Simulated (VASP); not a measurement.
# Al: electric field gradients with r2SCAN

Crystal: Al.

```
Al
1.0
     2.86428    0.00000    0.00000
    -1.43214    2.48054    0.00000
     0.00000    0.00000    4.64014
Al
2
Direct
  0.23333 0.61667 0.17500
  0.76667 0.38333 0.82500
```

This cell differs from its parent crystal: shortest bond scaled by 0.7.

| Property | Result |
| --- | --- |
| Program | VASP 6.6.1 |
| Task | electric field gradients |
| Functional | r2SCAN |
| Potentials or basis | VASP PAW PBE potentials, release 64 (Al) |
| Cutoff | 520 eV |
| k mesh | 12 × 12 × 7 |
| Occupations | fermi-dirac, width 0.05 eV |
| Spin | no spin polarisation |
| Dipole correction | no |
| Further INCAR settings | ALGO = Normal; EDIFF = 1e-08; NBANDS = 10 |

```json
{
 "Pressure": "26.4 GPa",
 "Largest force": "9.185 eV/Å",
 "Band gap on the k mesh": "zero (bands 3 and 4 overlap by 4.80 eV)",
 "Largest electric field gradient by atom": "Al -21.7 V/Å²"
}
```

Forces in eV/Å, atoms in the order of the input:
```
Al   3.512  2.028  8.241
Al  -3.512 -2.028 -8.241
```

Stress tensor (GPa, compression positive):
```
19.30  9.78 27.62
 9.78  8.00 15.95
27.62 15.95 52.01
```

Levels at points of the mesh, in eV from the Fermi level:
```tsv
k point	band 1	band 2	band 3	band 4	band 5	band 6	band 7	band 8
(0.00, 0.00, 0.00)	-12.54	-4.59	-4.12	9.29	9.82	10.02	10.60	11.99
(0.50, 0.00, 0.00)	-6.47	-6.39	1.01	1.58	2.07	2.44	4.70	6.68
(0.00, 0.50, 0.00)	-6.46	-6.34	0.98	1.46	1.52	2.69	4.87	6.81
```

Electric field gradients, principal values (V/Å²):
| atom | least | middle | greatest (by size) |
| --- | --- | --- | --- |
| 1 Al | 6.518 | 15.231 | -21.749 |
| 2 Al | 6.518 | 15.231 | -21.749 |

Wall time 6.4 min on 1 thread of Intel Xeon 8259CL (shared host), peak memory 0.21 GiB.

Caveat: the cell differs from its parent crystal (shortest bond scaled by 0.7); the stress differs along the axes, from 8 to 52 GPa; without QUAD_EFG the Cq values of the log hold for a quadrupole moment of 1 mb, not for the nuclei; the PAW data sets were made with another functional, which shifts forces and pressure a little.
